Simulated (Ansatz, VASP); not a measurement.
GaP in VASP and in Ansatz

Contents of INCAR:

```
SYSTEM = GaP
PREC = Accurate
ENCUT = 520
EDIFF = 1E-6
ISMEAR = 0
SIGMA = 0.05
LREAL = .False.
LASPH = .True.
NELM = 60
ALGO = Normal
ISIF = 2
LWAVE = .False.
LCHARG = .False.
GGA = PE
NBANDS = 16
```

File KPOINTS:

```
Automatic mesh
0
Gamma
  8 8 8
  0 0 0
```

Contents of POSCAR:

```
GaP
1.0
    0.0000000000      2.8342600000      2.9432700000
    2.8342600000      0.0000000000      2.9432700000
    2.8342600000      2.8342600000      0.0000000000
Ga P
1 1
Direct
    0.0000000000      0.0000000000      0.0000000000
    0.7500000000      0.7500000000      0.7500000000
```

Input for Ansatz:

```yaml
crystal:
  lattice:
    - [0.0, 2.83426, 2.94327]
    - [2.83426, 0.0, 2.94327]
    - [2.83426, 2.83426, 0.0]
  atoms:
    - { symbol: Ga, position: [0.0, 0.0, 0.0] }
    - { symbol: P, position: [0.75, 0.75, 0.75] }
basis:
  ecutwfc: 420
kpoints:
  mp_grid: { grid: [8, 8, 8] }
hamiltonian:
  xc: pbe
scf:
  occupations: { method: gaussian, width: 0.05 }
output:
  forces: true
  stress: true
  eigenvalues: true
```

Change from the starting cell: strain +0.040 along x and y, +0.080 along z, atoms carried along.

Alike in both runs: task single point; functional PBE; k mesh 8 × 8 × 8; occupations gaussian, width 0.05 eV; no spin polarisation.

```csv
,VASP,Ansatz
version,VASP 6.6.1,Ansatz 0.2.0
potentials or method,"VASP PAW PBE potentials, release 64 (Ga_d, P), cutoff 520 eV","scalar-relativistic, plane waves, PAW"
valence electrons in the cell,18,18
```

|  | VASP | Ansatz | Ansatz less VASP |
| --- | --- | --- | --- |
| gap on the k mesh at the Fermi level (eV) | 0.52 | 0.52 | +0.004 |
| least direct gap on the mesh (eV) | 0.52 | 0.52 | +0.004 |
| pressure (GPa) | -7.2 | -7.2 | +0.02 |
| traceless stress, the component that is largest in VASP (GPa) | -1.81 | -1.81 | +0.001 |
